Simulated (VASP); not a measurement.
# CdS (Fm-3m) in VASP: notebook

The runs below take CdS through single point, with r2SCAN0+D3(BJ), r2SCANh.

Everything below comes from runs of VASP 6.6.1. Logs are shortened: lines on timing, memory, paths and dates and some standing lists are left out, and cuts for length are marked.

### Step 1. The cell of the first run

It takes space group Fm-3m (No. 225, cubic). The conventional cell has a = 5.506 Å, b = 5.506 Å, c = 5.506 Å, α = 90.00°, β = 90.00°, γ = 90.00°. Within 3.6 Å of Cd (site symmetry m-3m) lie 6 S at 2.75 Å. S (site symmetry m-3m) has 6 Cd at 2.75 Å within 3.6 Å.

### Step 2. Single point, r2SCAN0+D3(BJ)

Input file POSCAR:

```
CdS
1.0
    0.0000000000      2.7532440000      2.7532440000
    2.7532440000      0.0000000000      2.7532440000
    2.7532440000      2.7532440000      0.0000000000
Cd S
1 1
Direct
    0.0000000000      0.0000000000      0.0000000000
    0.5000000000      0.5000000000      0.5000000000
```

Input file INCAR.step1:

```
SYSTEM = CdS
PREC     = Accurate       ! precision mode
ENCUT    = 440            ! plane-wave cutoff, eV
EDIFF    = 1E-5           ! SCF threshold, eV
ISMEAR   = 0              ! smearing method
SIGMA    = 0.01           ! smearing width, eV
LREAL    = .False.        ! projectors in reciprocal space
LASPH    = .True.         ! aspherical terms in the spheres
NELM     = 120            ! most SCF steps
ALGO     = Normal         ! electronic algorithm
ISIF     = 2              ! what is computed and relaxed
LWAVE    = .True.         ! write WAVECAR
LCHARG   = .False.        ! write CHGCAR
GGA      = PE             ! functional
NBANDS   = 16             ! bands
GGA_COMPAT= .False.
```

Input file INCAR.step2:

```
SYSTEM = CdS
PREC     = Accurate       ! precision mode
ENCUT    = 440            ! plane-wave cutoff, eV
EDIFF    = 1E-6           ! SCF threshold, eV
ISMEAR   = 0              ! smearing method
SIGMA    = 0.01           ! smearing width, eV
LREAL    = .False.        ! projectors in reciprocal space
LASPH    = .True.         ! aspherical terms in the spheres
NELM     = 120            ! most SCF steps
ALGO     = Normal         ! electronic algorithm
ISIF     = 2              ! what is computed and relaxed
LWAVE    = .False.        ! write WAVECAR
LCHARG   = .False.        ! write CHGCAR
METAGGA  = R2SCAN         ! meta-GGA
LHFCALC  = .True.         ! exact exchange
AEXX     = 0.25           ! exact-exchange fraction
LMIXTAU  = .True.       
PRECFOCK = Normal       
IVDW     = 12             ! dispersion correction
ISTART   = 1            
VDW_S6   = 1.0          
VDW_S8   = 1.1846       
VDW_A1   = 0.4534       
VDW_A2   = 5.8972       
NBANDS   = 16             ! bands
GGA_COMPAT= .False.
```

Input file KPOINTS:

```
Automatic mesh
0
Gamma
  4 4 4
  0 0 0
```

Potentials or basis: VASP PAW PBE potentials, release 64 (Cd, S).

On the command line:

```console
$ cat potpaw_PBE.64/Cd/POTCAR potpaw_PBE.64/S/POTCAR > POTCAR
$ cp INCAR.step1 INCAR
$ mpirun -np 1 vasp_std > vasp.out
$ cp INCAR.step2 INCAR
$ mpirun -np 1 vasp_std > vasp.out
```

OUTCAR:

```text
SYSTEM = CdS
   PREC = Accurate
   ENCUT = 440
   EDIFF = 1E-6
   ISMEAR = 0
   LREAL = .False.
   LASPH = .True.
   NELM = 120
   ISIF = 2
   METAGGA = R2SCAN
   LHFCALC = .True.
   AEXX = 0.25
   PRECFOCK = Normal
   IVDW = 12
   ISTART = 1
 IVDW          = 12

 ion  position               nearest neighbor table
   1  0.000  0.000  0.000-   2 2.75   2 2.75   2 2.75   2 2.75   2 2.75   2 2.75
   2  0.500  0.500  0.500-   1 2.75   1 2.75   1 2.75   1 2.75   1 2.75   1 2.75

  LATTYP: Found a face centered cubic cell.
 ALAT       =     5.5064880000

  Lattice vectors:

 A1 = (   0.0000000000,   2.7532440000,   2.7532440000)
 A2 = (   2.7532440000,   0.0000000000,   2.7532440000)
 A3 = (   2.7532440000,   2.7532440000,   0.0000000000)

Analysis of symmetry for initial positions (statically):
=====================================================================
 Subroutine PRICEL returns:
 Original cell was already a primitive cell.

 Routine SETGRP: Setting up the symmetry group for a
 face centered cubic supercell.

 Subroutine GETGRP returns: Found 48 space group operations
 (whereof 48 operations were pure point group operations)
 out of a pool of 48 trial point group operations.

The static configuration has the point symmetry O_h .

Analysis of symmetry for dynamics (positions and initial velocities):
=====================================================================
 Subroutine PRICEL returns:
 Original cell was already a primitive cell.

 Routine SETGRP: Setting up the symmetry group for a
 face centered cubic supercell.

 Subroutine GETGRP returns: Found 48 space group operations
 (whereof 48 operations were pure point group operations)
 out of a pool of 48 trial point group operations.

The dynamic configuration has the point symmetry O_h .

 Subroutine INISYM returns: Found 48 space group operations
 (whereof 48 operations are pure point group operations),
 and found     1 'primitive' translations

----------------------------------------------------------------------------------------

                                     Primitive cell

  volume of cell :      41.7411

  direct lattice vectors                    reciprocal lattice vectors
[... 75 lines left out ...]
   NFREE  =      0    steps in history (QN), initial steepest desc. (CG)
   ISIF   =      2    stress and relaxation
   ISYM   =      3    0-nonsym 1-usesym 2-fastsym
   POTIM  = 0.5000    time-step for ionic-motion
   TEBEG  =    0.0;   TEEND  =   0.0 temperature during run
   PSTRESS=    0.0 pullay stress
   NELECT =      18.0000    total number of electrons
   NUPDOWN=      -1.0000    fix difference up-down
   EMIN   =  10.00;   EMAX   =-10.00  energy-range for DOS
   EFERMI =   0.00;   METHOD = LEGACY
   ISMEAR =     0;   SIGMA  =   0.01  broadening in eV -4-tet -1-fermi 0-gaus
   EFERMI_NEDOS =   21; number of points for ismear=-14 and -15
   IALGO  =     38    algorithm
   IMIX   =      1    mixing-type and parameters
     AMIX     =   0.40;   BMIX     =  1.00
     AMIX_MAG =   1.60;   BMIX_MAG =  1.00
  volume/ion in A,a.u.               =      20.87       140.84
  Fermi-wavevector in a.u.,A,eV,Ry     =   1.236833  2.337275 20.813583  1.529755
  Thomas-Fermi vector in A             =   2.371425
   LORBIT       =      0    0 simple, 1 ext, 2 COOP (PROOUT), +10 PAW based schemes
   METAGGA = R2SCAN    functional components
   LHFCALC =     T    Hartree Fock is set to
   PRECFOCK=normal    Normal, Fast or Accurate (Low or Medium for compatibility)
   ENCUT4O =  -1.0   cutoff for four orbital integrals eV
   NKREDX  =     1    reduce k-point grid by
   NKREDY  =     1    reduce k-point grid by
   NKREDZ  =     1    reduce k-point grid by
   AEXX    =    0.2500 exact exchange contribution
   HFSCREEN=    0.0000 screening length (either q_TF or 0.3 A-1)
   HFSCREENC=   0.0000 screening length for correlation (either q_TF or 0.3 A-1)
   ENCUTFOCK=  -1.0 apply spherical cutoff to Coloumb kernel
   IVDW    =    12    specifies the selected vdW correction
   LEPSILON=     F    determine dielectric tensor
   LRPA    =     F    only Hartree local field effects (RPA)
 non-spin polarized calculation
 Gauss-broadening in eV      SIGMA  =   0.01
  energy-cutoff  :      440.00
  volume of cell :       41.74
 maximum number of plane-waves:       893
 NGX is ok and might be reduce to    28
  NGX = 20; NGY = 20; NGZ = 20

 number of electron      17.9999990 magnetization

 Free energy of the ion-electron system (eV)
  ---------------------------------------------------
  ext. energy  EPLUGINS =         0.00000000
  ---------------------------------------------------
  free energy    TOTEN  =       -25.69339725 eV

  energy without entropy =      -25.69339725  energy(sigma->0) =      -25.69339725

 E-fermi :   1.6101     XC(G=0):  -8.4497

 val. band max:        1.5629526229   @ k =   0.5000   0.0000   0.0000
 cond. band min:       3.8368442831   @ k =   0.5000   0.5000   0.0000
 fundamental gap:      2.2738916603
 Fermi energy:         1.6100759898

 k-point     1 :       0.0000    0.0000    0.0000
  band No.  band energies     occupation
      1     -12.6448      2.00000
      2      -7.4772      2.00000
      3      -7.4772      2.00000
      4      -7.4534      2.00000
      5      -7.4534      2.00000
      6      -7.4534      2.00000
[... 129 lines left out ...]
      3      -7.4411      2.00000
      4      -7.4411      2.00000
      5      -7.2075      2.00000
      6      -6.6489      2.00000
[... 8 lines left out ...]
     15      17.2815      0.00000
     16      18.9311      0.00000

------------------------ aborting loop because EDIFF is reached ----------------------------------------

 Edisp (eV)   -0.43371

 E8    (eV) :    -0.1804

  FORCE on cell =-STRESS in cart. coord.  units (eV):
  Direction    XX          YY          ZZ          XY          YZ          ZX
  --------------------------------------------------------------------------------------
  -------------------------------------------------------------------------------------
  Total      -1.17433    -1.17433    -1.17433    -0.00000     0.00000    -0.00000
  in kB     -45.07515   -45.07515   -45.07515    -0.00000     0.00000    -0.00000
  external pressure =      -45.08 kB  Pullay stress =        0.00 kB

 VOLUME and BASIS-vectors are now :
 -----------------------------------------------------------------------------
  energy-cutoff  :      440.00
  volume of cell :       41.74
      direct lattice vectors                 reciprocal lattice vectors
     0.000000000  2.753244000  2.753244000    -0.181603955  0.181603955  0.181603955
     2.753244000  0.000000000  2.753244000     0.181603955 -0.181603955  0.181603955
     2.753244000  2.753244000  0.000000000     0.181603955  0.181603955 -0.181603955

 POSITION                                       TOTAL-FORCE (eV/Angst)
 -----------------------------------------------------------------------------------
      0.00000      0.00000      0.00000         0.000000      0.000000     -0.000000
      2.75324      2.75324      2.75324        -0.000000     -0.000000      0.000000
 -----------------------------------------------------------------------------------
    total drift:                               -0.000000     -0.000000     -0.000000

  FREE ENERGIE OF THE ION-ELECTRON SYSTEM (eV)
  ---------------------------------------------------
  free  energy   TOTEN  =       -26.1271039672 eV

  energy  without entropy=      -26.1271039672  energy(sigma->0) =      -26.12710397
```

Run time: 5.5 min. Hardware: 1 thread of Intel Xeon Platinum 8259CL at 2.50GHz (Skylake/Cascade Lake), shared host; peak memory 0.17 GiB.

What came out:

- Free energy: -26.1271 eV
- Pressure: -4.5 GPa
- Band gap on the k mesh: 2.27 eV (least direct gap 3.68 eV)
- Dispersion energy per atom: -0.217 eV

Caveat: the k points lie up to 0.49 Å⁻¹ apart; three body term missing; the PAW data sets were made with another functional, which shifts forces and pressure a little.

### Step 3. Single point, r2SCANh

POSCAR is that of step 2.

Input file INCAR.step1:

```
PREC     = Accurate       # precision mode
ENCUT    = 440            # plane-wave cutoff, eV
EDIFF    = 1E-5           # SCF threshold, eV
ISMEAR   = 0              # smearing method
SIGMA    = 0.01           # smearing width, eV
LREAL    = F              # projectors in reciprocal space
LASPH    = T              # aspherical terms in the spheres
NELM     = 120            # most SCF steps
ALGO     = Normal         # electronic algorithm
ISIF     = 2              # what is computed and relaxed
LWAVE    = T              # write WAVECAR
LCHARG   = F              # write CHGCAR
NBANDS   = 16             # bands
GGA      = PE             # functional
GGA_COMPAT= F
```

Input file INCAR.step2:

```
PREC     = Accurate       # precision mode
ENCUT    = 440            # plane-wave cutoff, eV
EDIFF    = 1E-6           # SCF threshold, eV
ISMEAR   = 0              # smearing method
SIGMA    = 0.01           # smearing width, eV
LREAL    = F              # projectors in reciprocal space
LASPH    = T              # aspherical terms in the spheres
NELM     = 120            # most SCF steps
ALGO     = Normal         # electronic algorithm
ISIF     = 2              # what is computed and relaxed
LWAVE    = F              # write WAVECAR
LCHARG   = F              # write CHGCAR
METAGGA  = R2SCAN         # meta-GGA
LHFCALC  = T              # exact exchange
AEXX     = 0.1            # exact-exchange fraction
LMIXTAU  = T            
PRECFOCK = Normal       
NBANDS   = 16             # bands
ISTART   = 1            
GGA_COMPAT= F
```

Input file KPOINTS:

```
Automatic mesh
0
Gamma
  5 5 5
```

Potentials or basis: VASP PAW PBE potentials, release 64 (Cd, S).

On the command line:

```console
$ cat potpaw_PBE.64/Cd/POTCAR potpaw_PBE.64/S/POTCAR > POTCAR
$ cp INCAR.step1 INCAR
$ mpirun -np 1 vasp_std > vasp.out
$ cp INCAR.step2 INCAR
$ mpirun -np 1 vasp_std > vasp.out
```

Run time: 11 min. Hardware: 1 thread of Intel Xeon Platinum 8259CL at 2.50GHz (Skylake/Cascade Lake), shared host; peak memory 0.17 GiB.

Results (log left out):

* Free energy: -27.9762 eV
* Pressure: -2.4 GPa
* Band gap on the k mesh: 1.82 eV (least direct gap 2.73 eV)

Levels at points of the mesh, in eV from the valence-band top:
```
           k point  band 6  band 7  band 8  band 9  band 10  band 11  band 12  band 13
(0.00, 0.00, 0.00)   -8.31   -0.72   -0.72   -0.72     2.01    10.38    10.38    10.38
```

Caveat: the PAW data sets were made with another functional, which shifts forces and pressure a little; an odd mesh through Γ misses points on the zone boundary, where band edges can lie.
